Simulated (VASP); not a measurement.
# NiO (Fm-3m) in VASP: further runs, part 2 of 2

VASP 6.6.1. The steps go on from the part before.

## 3. Density of states, PBE, collinear spin, ferromagnetic start

This run uses another cell than the first one, of 9.15 Å³/atom, 0.943 times its volume.

POSCAR reads:

```
NiO
1.0
    0.0000000000      2.0913100000      2.0913100000
    2.0913100000      0.0000000000      2.0913100000
    2.0913100000      2.0913100000      0.0000000000
Ni O
1 1
Direct
    0.0000000000      0.0000000000      0.0000000000
    0.5000000000      0.5000000000      0.5000000000
```

INCAR.step1 reads:

```
SYSTEM = NiO
ALGO = Normal ; EDIFF = 1E-6
ENCUT = 520 ; GGA = PE
ISIF = 2 ; ISMEAR = -1
ISPIN = 2 ; LASPH = .TRUE.
LCHARG = .TRUE. ; LMAXMIX = 4
LREAL = .FALSE. ; LWAVE = .FALSE.
MAGMOM = 1.5 0 ; NBANDS = 19
NELM = 150 ; PREC = Accurate
SIGMA = 0.03
```

KPOINTS.step1 reads:

```
k-points
0
G
  15 15 15
  0 0 0
```

INCAR.step2 reads:

```
SYSTEM = NiO
ALGO = Normal ; EDIFF = 1E-6
ENCUT = 520 ; GGA = PE
ICHARG = 11 ; ISIF = 2
ISMEAR = -5 ; ISPIN = 2
LASPH = .TRUE. ; LCHARG = .FALSE.
LMAXMIX = 4 ; LORBIT = 11
LREAL = .FALSE. ; LWAVE = .FALSE.
MAGMOM = 1.5 0 ; NBANDS = 19
NEDOS = 1001 ; NELM = 150
PREC = Accurate ; SIGMA = 0.03
```

KPOINTS.step2 reads:

```
k-points
0
G
  23 23 23
  0 0 0
```

Potentials or basis: VASP PAW PBE potentials, release 64 (Ni, O).

Launch:

```console
cat potpaw_PBE.64/Ni/POTCAR potpaw_PBE.64/O/POTCAR > POTCAR
cp INCAR.step1 INCAR
cp KPOINTS.step1 KPOINTS
mpirun -np 1 vasp_std > vasp.out
cp INCAR.step2 INCAR
cp KPOINTS.step2 KPOINTS
mpirun -np 1 vasp_std > vasp.out
```

OUTCAR:

```text
SYSTEM = NiO
   EDIFF = 1E-6
   ENCUT = 520
   GGA = PE
   ICHARG = 11
   ISIF = 2
   ISMEAR = -5
   ISPIN = 2
   LASPH = .TRUE.
   LORBIT = 11
   LREAL = .FALSE.
   NELM = 150
   PREC = Accurate

 ion  position               nearest neighbor table
   1  0.000  0.000  0.000-   2 2.09   2 2.09   2 2.09   2 2.09   2 2.09   2 2.09
   2  0.500  0.500  0.500-   1 2.09   1 2.09   1 2.09   1 2.09   1 2.09   1 2.09

  LATTYP: Found a face centered cubic cell.
 ALAT       =     4.1826200000

  Lattice vectors:

 A1 = (   0.0000000000,   2.0913100000,   2.0913100000)
 A2 = (   2.0913100000,   0.0000000000,   2.0913100000)
 A3 = (   2.0913100000,   2.0913100000,   0.0000000000)

Analysis of symmetry for initial positions (statically):
=====================================================================
 Subroutine PRICEL returns:
 Original cell was already a primitive cell.

 Routine SETGRP: Setting up the symmetry group for a
 face centered cubic supercell.

 Subroutine GETGRP returns: Found 48 space group operations
 (whereof 48 operations were pure point group operations)
 out of a pool of 48 trial point group operations.

The static configuration has the point symmetry O_h .

Analysis of symmetry for dynamics (positions and initial velocities):
=====================================================================
 Subroutine PRICEL returns:
 Original cell was already a primitive cell.

 Routine SETGRP: Setting up the symmetry group for a
 face centered cubic supercell.

 Subroutine GETGRP returns: Found 48 space group operations
 (whereof 48 operations were pure point group operations)
 out of a pool of 48 trial point group operations.

The dynamic configuration has the point symmetry O_h .

Analysis of structural, dynamic, and magnetic symmetry:
=====================================================================
 Subroutine PRICEL returns:
 Original cell was already a primitive cell.

 Routine SETGRP: Setting up the symmetry group for a
 face centered cubic supercell.

 Subroutine GETGRP returns: Found 48 space group operations
 (whereof 48 operations were pure point group operations)
 out of a pool of 48 trial point group operations.

The overall configuration has the point symmetry O_h .

 Subroutine INISYM returns: Found 48 space group operations
 (whereof 48 operations are pure point group operations),
 and found     1 'primitive' translations

----------------------------------------------------------------------------------------

                                     Primitive cell

  volume of cell :      18.2930

  direct lattice vectors                    reciprocal lattice vectors
     0.000000000  2.091310000  2.091310000    -0.239084593  0.239084593  0.239084593
     2.091310000  0.000000000  2.091310000     0.239084593 -0.239084593  0.239084593
     2.091310000  2.091310000  0.000000000     0.239084593  0.239084593 -0.239084593

  length of vectors
     2.957558965  2.957558965  2.957558965     0.414106662  0.414106662  0.414106662

  position of ions in fractional coordinates (direct lattice)
     0.000000000  0.000000000  0.000000000
     0.500000000  0.500000000  0.500000000

  ion indices of the primitive-cell ions
   primitive index   ion index
                 1           1
                 2           2

[... 60 lines left out ...]
   ions per type =               1   1
   NGX,Y,Z   is equivalent  to a cutoff of  13.49, 13.49, 13.49 a.u.
   NGXF,Y,Z  is equivalent  to a cutoff of  26.98, 26.98, 26.98 a.u.
 SYSTEM =  NiO
   PREC   = accura    normal or accurate (medium, high low for compatibility)
   ISTART =      0    job   : 0-new  1-cont  2-samecut
   ICHARG =     11    charge: 1-file 2-atom 10-const
   ISPIN  =      2    spin polarized calculation?
   LNONCOLLINEAR =      F non collinear calculations
   LSORBIT =      F    spin-orbit coupling
   LASPH  =      T    aspherical Exc in radial PAW
   ENCUT  =  520.0 eV  38.22 Ry    6.18 a.u.   5.50  5.50  5.50*2*pi/ulx,y,z
   NELM   =    150;   NELMIN=  2; NELMDL=  0     # of ELM steps
   EDIFF  = 0.1E-05   stopping-criterion for ELM
   LREAL  =      F    real-space projection
   EDIFFG = 0.1E-04   stopping-criterion for IOM
   NSW    =      0    number of steps for IOM
   IBRION =     -1    ionic relax: 0-MD 1-quasi-New 2-CG
   NFREE  =      0    steps in history (QN), initial steepest desc. (CG)
   ISIF   =      2    stress and relaxation
   ISYM   =      2    0-nonsym 1-usesym 2-fastsym
   POTIM  = 0.5000    time-step for ionic-motion
   TEBEG  =    0.0;   TEEND  =   0.0 temperature during run
   PSTRESS=    0.0 pullay stress
   NELECT =      16.0000    total number of electrons
   NUPDOWN=      -1.0000    fix difference up-down
   EMIN   =  10.00;   EMAX   =-10.00  energy-range for DOS
   EFERMI =   0.00;   METHOD = LEGACY
   ISMEAR =    -5;   SIGMA  =   0.03  broadening in eV -4-tet -1-fermi 0-gaus
   EFERMI_NEDOS =   21; number of points for ismear=-14 and -15
   IALGO  =     38    algorithm
   IMIX   =      4    mixing-type and parameters
     AMIX     =   0.40;   BMIX     =  1.00
     AMIX_MAG =   1.60;   BMIX_MAG =  1.00
  volume/ion in A,a.u.               =       9.15        61.72
  Fermi-wavevector in a.u.,A,eV,Ry     =   1.565620  2.958593 33.350146  2.451167
  Thomas-Fermi vector in A             =   2.668069
   LORBIT       =     11    0 simple, 1 ext, 2 COOP (PROOUT), +10 PAW based schemes
   GGA     = PE    functional components
   LHFCALC =     F    Hartree Fock is set to
   AEXX    =    0.0000 exact exchange contribution
   IVDW    =     0    specifies the selected vdW correction
   LEPSILON=     F    determine dielectric tensor
   LRPA    =     F    only Hartree local field effects (RPA)
 spin polarized calculation
 Fermi weights with tetrahedron method with Bloechl corrections
  energy-cutoff  :      520.00
  volume of cell :       18.29
 maximum number of plane-waves:       531
 NGX is ok and might be reduce to    24

 number of electron      16.0000005 magnetization       1.7107609

 Free energy of the ion-electron system (eV)
  ---------------------------------------------------
  ext. energy  EPLUGINS =         0.00000000
  ---------------------------------------------------
  free energy    TOTEN  =       -11.47378397 eV

  energy without entropy =      -11.47378397  energy(sigma->0) =      -11.47378397

 E-fermi :   7.8503     XC(G=0): -12.6543

 val. band max:        7.8996952311   @ k =   0.1304   0.0000   0.0000
 cond. band min:       7.8210587447   @ k =  -0.1739   0.1739   0.0000
 fundamental gap:     -0.0786364864
 Fermi energy:         7.8502799411

 spin component 1

 k-point     1 :       0.0000    0.0000    0.0000
  band No.  band energies     occupation
      1     -12.4994      1.00000
      2       4.7441      1.00000
      3       4.7442      1.00000
      4       4.8495      1.00000
      5       4.8495      1.00000
      6       4.8495      1.00000
[... 517 lines left out ...]
     18      36.5973      0.00000
     19      36.7176      0.00000

 [... further k-points ...]

 spin component 2

 k-point     1 :       0.0000    0.0000    0.0000
  band No.  band energies     occupation
      1     -12.0762      1.00000
      2       5.3389      1.00000
      3       5.3389      1.00000
      4       5.3389      1.00000
      5       6.0073      1.00000
      6       6.0075      1.00000
[... 517 lines left out ...]
     18      36.9078      0.00000
     19      37.0354      0.00000

 [... further k-points ...]
[... 5 lines left out ...]
  --------------------------------------------------------------------------------------
  -------------------------------------------------------------------------------------
  Total        0.3334703      0.3334703      0.3334703      0.0000000      0.0000000      0.0000000
  in kB       29.2067043     29.2067043     29.2067043      0.0000000      0.0000000      0.0000000
  external PRESSURE =      29.2067043 kB  Pullay stress =       0.0000000 kB

 VOLUME and BASIS-vectors are now :
 -----------------------------------------------------------------------------
  energy-cutoff  :      520.00
  volume of cell :       18.29
      direct lattice vectors                 reciprocal lattice vectors
     0.000000000  2.091310000  2.091310000    -0.239084593  0.239084593  0.239084593
     2.091310000  0.000000000  2.091310000     0.239084593 -0.239084593  0.239084593
     2.091310000  2.091310000  0.000000000     0.239084593  0.239084593 -0.239084593

 POSITION                                       TOTAL-FORCE (eV/Angst)
 -----------------------------------------------------------------------------------
      0.00000      0.00000      0.00000         0.000000      0.000000      0.000000
      2.09131      2.09131      2.09131        -0.000000      0.000000      0.000000
 -----------------------------------------------------------------------------------
    total drift:                                0.000000     -0.000000     -0.000000

  FREE ENERGIE OF THE ION-ELECTRON SYSTEM (eV)
  ---------------------------------------------------
  free  energy   TOTEN  =       -11.4737839670 eV

  energy  without entropy=      -11.4737839670  energy(sigma->0) =      -11.47378397

 total charge

# of ion       s       p       d       tot
------------------------------------------
    1        0.330   0.401   8.246   8.977
    2        1.557   3.422   0.000   4.979
--------------------------------------------------
tot          1.887   3.823   8.246  13.956

 magnetization (x)

# of ion       s       p       d       tot
------------------------------------------
    1        0.012   0.015   1.395   1.422
    2        0.028   0.233   0.000   0.261
--------------------------------------------------
tot          0.039   0.248   1.395   1.683
```

Wall time 2.4 min (1 thread of Intel Xeon Platinum 8259CL at 2.50GHz (Skylake/Cascade Lake), shared host); peak memory 0.3 GiB.

Results:

```yaml
Net_moment: 1.71 μB per cell
Site_moments: Ni +1.42; O +0.26 μB
Valence_electrons_inside_the_program's_atomic_spheres: Ni 8.98; O 4.98
```

Caveat: a cell with one magnetic atom can't hold antiferromagnetic order, which such compounds often take; semilocal functionals often make such compounds metallic where correlation or magnetic order opens a gap, which also shifts bond lengths; tetrahedron occupations give inexact forces and stress in metals.
